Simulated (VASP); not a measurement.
# Ir (Fm-3m) in VASP: a series of runs

Ir is run at these levels: LDA; tasks: single point.

Program: VASP 6.6.1. These are calculated values, not measurements. Logs are shortened: lines on timing, memory, paths and dates and some standing lists are left out, and cuts for length are marked.

**1. The cell of the first run**

The structure is cubic, space group Fm-3m (No. 225). Conventional cell: a = 3.764 Å, b = 3.764 Å, c = 3.764 Å, α = 90.00°, β = 90.00°, γ = 90.00°. Within 3.5 Å of Ir (site symmetry m-3m) lie 12 Ir at 2.66 Å.

**2. Single point, LDA (13.33 Å³/atom)**

The input, INCAR:

```
SYSTEM = Ir
PREC = Accurate ; ENCUT = 500
EDIFF = 1E-6 ; ISMEAR = 0
SIGMA = 0.05 ; LREAL = .FALSE.
LASPH = .TRUE. ; NELM = 120
ALGO = Normal ; ISIF = 2
LWAVE = .FALSE. ; LCHARG = .FALSE.
GGA = CA ; NBANDS = 10
GGA_COMPAT = .FALSE.
```

The input, KPOINTS:

```
Automatic mesh
0
G
  18 18 18
  0 0 0
```

The input, POSCAR:

```
Ir
1.0
    0.0000000000      1.8817618273      1.8817618273
    1.8817618273      0.0000000000      1.8817618273
    1.8817618273      1.8817618273      0.0000000000
Ir
1
Direct
    0.0000000000      0.0000000000      0.0000000000
```

Potentials or basis: VASP PAW LDA potentials, release 64 (Ir).

Command:

```bash
> cat potpaw_LDA.64/Ir/POTCAR > POTCAR
> mpirun -np 1 vasp_std > vasp.out
```

OUTCAR:

```text
SYSTEM = Ir
   PREC = Accurate
   ENCUT = 500
   EDIFF = 1E-6
   ISMEAR = 0
   LREAL = .FALSE.
   LASPH = .TRUE.
   NELM = 120
   ISIF = 2
   GGA = CA

 ion  position               nearest neighbor table
   1  0.000  0.000  0.000-

  LATTYP: Found a face centered cubic cell.
 ALAT       =     3.7635236546

  Lattice vectors:

 A1 = (   0.0000000000,   1.8817618273,   1.8817618273)
 A2 = (   1.8817618273,   0.0000000000,   1.8817618273)
 A3 = (   1.8817618273,   1.8817618273,   0.0000000000)

Analysis of symmetry for initial positions (statically):
=====================================================================
 Subroutine PRICEL returns:
 Original cell was already a primitive cell.

 Routine SETGRP: Setting up the symmetry group for a
 face centered cubic supercell.

 Subroutine GETGRP returns: Found 48 space group operations
 (whereof 48 operations were pure point group operations)
 out of a pool of 48 trial point group operations.

The static configuration has the point symmetry O_h .

Analysis of symmetry for dynamics (positions and initial velocities):
=====================================================================
 Subroutine PRICEL returns:
 Original cell was already a primitive cell.

 Routine SETGRP: Setting up the symmetry group for a
 face centered cubic supercell.

 Subroutine GETGRP returns: Found 48 space group operations
 (whereof 48 operations were pure point group operations)
 out of a pool of 48 trial point group operations.

The dynamic configuration has the point symmetry O_h .

 Subroutine INISYM returns: Found 48 space group operations
 (whereof 48 operations are pure point group operations),
 and found     1 'primitive' translations

----------------------------------------------------------------------------------------

                                     Primitive cell

  volume of cell :      13.3267

  direct lattice vectors                    reciprocal lattice vectors
     0.000000000  1.881761827  1.881761827    -0.265708440  0.265708440  0.265708440
     1.881761827  0.000000000  1.881761827     0.265708440 -0.265708440  0.265708440
     1.881761827  1.881761827  0.000000000     0.265708440  0.265708440 -0.265708440

  length of vectors
     2.661213097  2.661213097  2.661213097     0.460220518  0.460220518  0.460220518

  position of ions in fractional coordinates (direct lattice)
     0.000000000  0.000000000  0.000000000

  ion indices of the primitive-cell ions
   primitive index   ion index
                 1           1

----------------------------------------------------------------------------------------

 KPOINTS: Automatic mesh

Automatic generation of k-mesh.
 Grid dimensions read from file:
 generate k-points for:   18   18   18

 Generating k-lattice:

  Cartesian coordinates                     Fractional coordinates (reciprocal lattice)
    -0.014761580  0.014761580  0.014761580     0.055555556  0.000000000  0.000000000
     0.014761580 -0.014761580  0.014761580     0.000000000  0.055555556  0.000000000
     0.014761580  0.014761580 -0.014761580     0.000000000  0.000000000  0.055555556

  Length of vectors
     0.025567807  0.025567807  0.025567807

  Shift w.r.t. Gamma in fractional coordinates (k-lattice)
     0.000000000  0.000000000  0.000000000

 Subroutine IBZKPT returns following result:
 ===========================================

 Found    195 irreducible k-points:

 Following reciprocal coordinates:
            Coordinates               Weight
  0.000000  0.000000  0.000000      1.000000
  0.055556  0.000000  0.000000      8.000000
  0.111111  0.000000  0.000000      8.000000
  0.166667  0.000000  0.000000      8.000000
  0.222222  0.000000  0.000000      8.000000
  0.277778  0.000000  0.000000      8.000000
[... 16 lines left out ...]
 -0.277778  0.055556  0.000000     24.000000
 -0.222222  0.055556  0.000000     24.000000
 [... further k-points ...]
   k-points           NKPTS =    195   k-points in BZ     NKDIM =    195   number of bands    NBANDS=     10
   number of dos      NEDOS =    301   number of ions     NIONS =      1
   total plane-waves  NPLWV =   8000
   dimension x,y,z NGX =    20 NGY =   20 NGZ =   20
   dimension x,y,z NGXF=    40 NGYF=   40 NGZF=   40
   ions per type =               1
   NGX,Y,Z   is equivalent  to a cutoff of  12.49, 12.49, 12.49 a.u.
   NGXF,Y,Z  is equivalent  to a cutoff of  24.99, 24.99, 24.99 a.u.
 SYSTEM =  Ir
   PREC   = accura    normal or accurate (medium, high low for compatibility)
   ISTART =      0    job   : 0-new  1-cont  2-samecut
   ICHARG =      2    charge: 1-file 2-atom 10-const
   ISPIN  =      1    spin polarized calculation?
   LNONCOLLINEAR =      F non collinear calculations
   LSORBIT =      F    spin-orbit coupling
   LASPH  =      T    aspherical Exc in radial PAW
   ENCUT  =  500.0 eV  36.75 Ry    6.06 a.u.   4.85  4.85  4.85*2*pi/ulx,y,z
   NELM   =    120;   NELMIN=  2; NELMDL= -5     # of ELM steps
   EDIFF  = 0.1E-05   stopping-criterion for ELM
   LREAL  =      F    real-space projection
   EDIFFG = 0.1E-04   stopping-criterion for IOM
   NSW    =      0    number of steps for IOM
   IBRION =     -1    ionic relax: 0-MD 1-quasi-New 2-CG
   NFREE  =      0    steps in history (QN), initial steepest desc. (CG)
   ISIF   =      2    stress and relaxation
   ISYM   =      2    0-nonsym 1-usesym 2-fastsym
   POTIM  = 0.5000    time-step for ionic-motion
   TEBEG  =    0.0;   TEEND  =   0.0 temperature during run
   PSTRESS=    0.0 pullay stress
   NELECT =       9.0000    total number of electrons
   NUPDOWN=      -1.0000    fix difference up-down
   EMIN   =  10.00;   EMAX   =-10.00  energy-range for DOS
   EFERMI =   0.00;   METHOD = LEGACY
   ISMEAR =     0;   SIGMA  =   0.05  broadening in eV -4-tet -1-fermi 0-gaus
   EFERMI_NEDOS =   21; number of points for ismear=-14 and -15
   IALGO  =     38    algorithm
   IMIX   =      4    mixing-type and parameters
     AMIX     =   0.40;   BMIX     =  1.00
     AMIX_MAG =   1.60;   BMIX_MAG =  1.00
  volume/ion in A,a.u.               =      13.33        89.93
  Fermi-wavevector in a.u.,A,eV,Ry     =   1.436308  2.714229 28.068569  2.062982
  Thomas-Fermi vector in A             =   2.555511
   LORBIT       =      0    0 simple, 1 ext, 2 COOP (PROOUT), +10 PAW based schemes
   GGA     = CA    functional components
   LHFCALC =     F    Hartree Fock is set to
   AEXX    =    0.0000 exact exchange contribution
   IVDW    =     0    specifies the selected vdW correction
   LEPSILON=     F    determine dielectric tensor
   LRPA    =     F    only Hartree local field effects (RPA)
 non-spin polarized calculation
 Gauss-broadening in eV      SIGMA  =   0.05
  energy-cutoff  :      500.00
  volume of cell :       13.33
 maximum number of plane-waves:       347
   NGX =  9   NGY =  9   NGZ =  9

 number of electron       9.0000000 magnetization

 Free energy of the ion-electron system (eV)
  ---------------------------------------------------
  ext. energy  EPLUGINS =         0.00000000
  ---------------------------------------------------
  free energy    TOTEN  =       -10.29160507 eV

  energy without entropy =      -10.29034351  energy(sigma->0) =      -10.29097429

 E-fermi :  11.4365     XC(G=0): -14.4865

 val. band max:       11.4260974368   @ k =   0.5000   0.2222   0.1111
 cond. band min:      11.4534579755   @ k =   0.3333   0.1111   0.0556
 fundamental gap:      0.0273605387
 Fermi energy:        11.4365066989

 k-point     1 :       0.0000    0.0000    0.0000
  band No.  band energies     occupation
      1      -0.3629      2.00000
      2       7.1063      2.00000
      3       7.1063      2.00000
      4       7.1063      2.00000
      5      10.1021      2.00000
      6      10.1021      2.00000
      7      25.5976      0.00000
      8      31.5018      0.00000
      9      31.5018      0.00000
     10      31.5018      0.00000

 k-point     2 :       0.0556    0.0000    0.0000
  band No.  band energies     occupation
      1      -0.2158      2.00000
      2       7.0246      2.00000
      3       7.1719      2.00000
      4       7.1719      2.00000
      5      10.0571      2.00000
      6      10.0571      2.00000
      7      25.8602      0.00000
      8      30.7481      0.00000
      9      31.7510      0.00000
     10      31.7510      0.00000

 k-point     3 :       0.1111    0.0000    0.0000
  band No.  band energies     occupation
      1       0.2088      2.00000
      2       6.8169      2.00000
      3       7.3439      2.00000
      4       7.3439      2.00000
      5       9.9582      2.00000
      6       9.9582      2.00000
      7      26.5811      0.00000
      8      29.2844      0.00000
      9      32.4762      0.00000
     10      32.4762      0.00000

 k-point     4 :       0.1667    0.0000    0.0000
  band No.  band energies     occupation
      1       0.8538      2.00000
      2       6.5874      2.00000
      3       7.5378      2.00000
      4       7.5378      2.00000
      5       9.9157      2.00000
      6       9.9157      2.00000
      7      27.3029      0.00000
      8      28.0160      0.00000
      9      33.6137      0.00000
     10      33.6137      0.00000

 k-point     5 :       0.2222    0.0000    0.0000
  band No.  band energies     occupation
      1       1.5956      2.00000
      2       6.5046      2.00000
      3       7.6202      2.00000
      4       7.6202      2.00000
      5      10.0867      2.00000
      6      10.0867      2.00000
      7      26.1168      0.00000
      8      28.5167      0.00000
      9      35.0503      0.00000
     10      35.0503      0.00000

 k-point     6 :       0.2778    0.0000    0.0000
  band No.  band energies     occupation
      1       2.2240      2.00000
      2       6.7976      2.00000
      3       7.5326      2.00000
      4       7.5326      2.00000
      5      10.5331      2.00000
      6      10.5331      2.00000
      7      24.6722      0.00000
      8      28.2912      0.00000
      9      36.2122      0.00000
     10      36.3329      0.00000
[... 183 lines left out ...]
 k-point    21 :      -0.3889    0.0556    0.0000
  band No.  band energies     occupation
      1       2.7774      2.00000
      2       7.0309      2.00000
      3       7.2023      2.00000
      4       8.9039      2.00000
      5      11.6618      0.00000
      6      12.6091      0.00000
      7      20.9047      0.00000
      8      25.9811      0.00000
      9      31.8104      0.00000
     10      33.1764      0.00000

 k-point    22 :      -0.3333    0.0556    0.0000
  band No.  band energies     occupation
      1       2.7412      2.00000
      2       7.2131      2.00000
      3       7.3659      2.00000
      4       7.7669      2.00000
      5      10.9786      2.00000
      6      11.9885      0.00000
      7      22.6474      0.00000
      8      26.8990      0.00000
      9      32.8216      0.00000
     10      34.9241      0.00000

 k-point    23 :      -0.2778    0.0556    0.0000
  band No.  band energies     occupation
      1       2.5036      2.00000
      2       6.8237      2.00000
      3       7.4516      2.00000
      4       7.5646      2.00000
      5      10.2876      2.00000
      6      11.3117      1.99958
      7      24.3070      0.00000
      8      28.0930      0.00000
      9      33.9847      0.00000
     10      35.7116      0.00000

 k-point    24 :      -0.2222    0.0556    0.0000
  band No.  band energies     occupation
      1       1.9557      2.00000
      2       6.4075      2.00000
      3       7.6115      2.00000
      4       7.7080      2.00000
      5       9.7563      2.00000
      6      10.7151      2.00000
      7      25.7954      0.00000
      8      28.7387      0.00000
      9      34.1025      0.00000
     10      35.3768      0.00000

 [... further k-points ...]

------------------------ aborting loop because EDIFF is reached ----------------------------------------

  FORCE on cell =-STRESS in cart. coord.  units (eV):
  Direction    XX          YY          ZZ          XY          YZ          ZX
  --------------------------------------------------------------------------------------
  -------------------------------------------------------------------------------------
  Total        1.6446721      1.6446721      1.6446721     -0.0000000      0.0000000      0.0000000
  in kB      197.7269855    197.7269855    197.7269855     -0.0000000      0.0000000      0.0000000
  external PRESSURE =     197.7269855 kB  Pullay stress =       0.0000000 kB

 VOLUME and BASIS-vectors are now :
 -----------------------------------------------------------------------------
  energy-cutoff  :      500.00
  volume of cell :       13.33
      direct lattice vectors                 reciprocal lattice vectors
     0.000000000  1.881761827  1.881761827    -0.265708440  0.265708440  0.265708440
     1.881761827  0.000000000  1.881761827     0.265708440 -0.265708440  0.265708440
     1.881761827  1.881761827  0.000000000     0.265708440  0.265708440 -0.265708440

 POSITION                                       TOTAL-FORCE (eV/Angst)
 -----------------------------------------------------------------------------------
      0.00000      0.00000      0.00000         0.000000      0.000000      0.000000
 -----------------------------------------------------------------------------------
    total drift:                                0.000000      0.000000     -0.000000

  FREE ENERGIE OF THE ION-ELECTRON SYSTEM (eV)
  ---------------------------------------------------
  free  energy   TOTEN  =       -10.2916050677 eV

  energy  without entropy=      -10.2903435065  energy(sigma->0) =      -10.29097429
```

Wall time 7.5 s (1 thread of Intel Xeon 6975P-C (Granite Rapids), shared host); peak memory 0.14 GiB.

What came out:

| Quantity | Value |
| --- | --- |
| Free energy | -10.2916 eV |
| Pressure | 19.8 GPa |
| Band gap on the k mesh | zero (an odd number of electrons rules out a gap without spin polarisation) |

Levels at points of the mesh, in eV from the Fermi level:
| k point | band 2 | band 3 | band 4 | band 5 | band 6 | band 7 |
| --- | --- | --- | --- | --- | --- | --- |
| (0.00, 0.00, 0.00) | -4.33 | -4.33 | -4.33 | -1.33 | -1.33 | 14.16 |
| (0.50, 0.00, 0.00) | -4.44 | -4.44 | -0.90 | 0.97 | 0.97 | 7.87 |
| (0.50, 0.50, 0.00) | -8.09 | 0.96 | 1.60 | 1.60 | 1.71 | 11.34 |

Caveat: the cell stands under pressure; spin-orbit coupling is left out, which moves the levels of the heavy elements.

(Continued in part 2 of 2.)
